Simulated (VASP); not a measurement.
Here is a VASP 6.6.1 calculation.

The input POSCAR:

```
ZnAu
1.0
    3.3043500000      0.0000000000      0.0000000000
    0.0000000000      3.3043500000      0.0000000000
    0.0000000000      0.0000000000      2.9896500000
Zn Au
1 1
Direct
    0.5000000000      0.5000000000      0.5000000000
    0.0000000000      0.0000000000      0.0000000000
```

File INCAR.step1:

```
SYSTEM = ZnAu
ALGO     = Normal         ! electronic algorithm
EDIFF    = 1E-4           ! SCF threshold, eV
ENCUT    = 520            ! plane-wave cutoff, eV
GGA      = PE             ! functional
ISMEAR   = 0              ! smearing method
LASPH    = .TRUE.         ! aspherical terms in the spheres
LCHARG   = .FALSE.        ! write CHGCAR
LREAL    = .FALSE.        ! projectors in reciprocal space
LWAVE    = .TRUE.         ! write WAVECAR
NBANDS   = 18             ! bands
NELM     = 80             ! most SCF steps
PREC     = Accurate       ! precision mode
SIGMA    = 0.15           ! smearing width, eV
```

INCAR.step2

```
SYSTEM = ZnAu
ALGO     = Normal         ! electronic algorithm
EDIFF    = 1E-6           ! SCF threshold, eV
ENCUT    = 520            ! plane-wave cutoff, eV
ISIF     = 2              ! what is computed and relaxed
ISMEAR   = 0              ! smearing method
ISTART   = 1            
LASPH    = .TRUE.         ! aspherical terms in the spheres
LCHARG   = .FALSE.        ! write CHGCAR
LMIXTAU  = .TRUE.       
LREAL    = .FALSE.        ! projectors in reciprocal space
LWAVE    = .FALSE.        ! write WAVECAR
METAGGA  = R2SCAN         ! meta-GGA
NBANDS   = 18             ! bands
NELM     = 80             ! most SCF steps
PREC     = Accurate       ! precision mode
SIGMA    = 0.15           ! smearing width, eV
```

Contents of KPOINTS:

```
k-points
0
G
  16 16 16
  0 0 0
```

Potentials or basis: VASP PAW PBE potentials, release 64 (Zn, Au).

Launch:

```sh
$ cat potpaw_PBE.64/Zn/POTCAR potpaw_PBE.64/Au/POTCAR > POTCAR
$ cp INCAR.step1 INCAR
$ mpirun -np 1 vasp_std > vasp.out
$ cp INCAR.step2 INCAR
$ mpirun -np 1 vasp_std > vasp.out
```

(1) Estimate the pressure.

(2) What does it give for the band gap on the k mesh?

## Answers

(1) -4.7 GPa.

(2) zero (an odd number of electrons rules out a gap without spin polarisation).

Caveat: the cell differs from its parent crystal (strain +0.050 along x and y, -0.050 along z); the cell stands under tension; the PAW data sets were made with another functional, which shifts forces and pressure a little; spin-orbit coupling is left out, which moves the levels of the heavy elements.
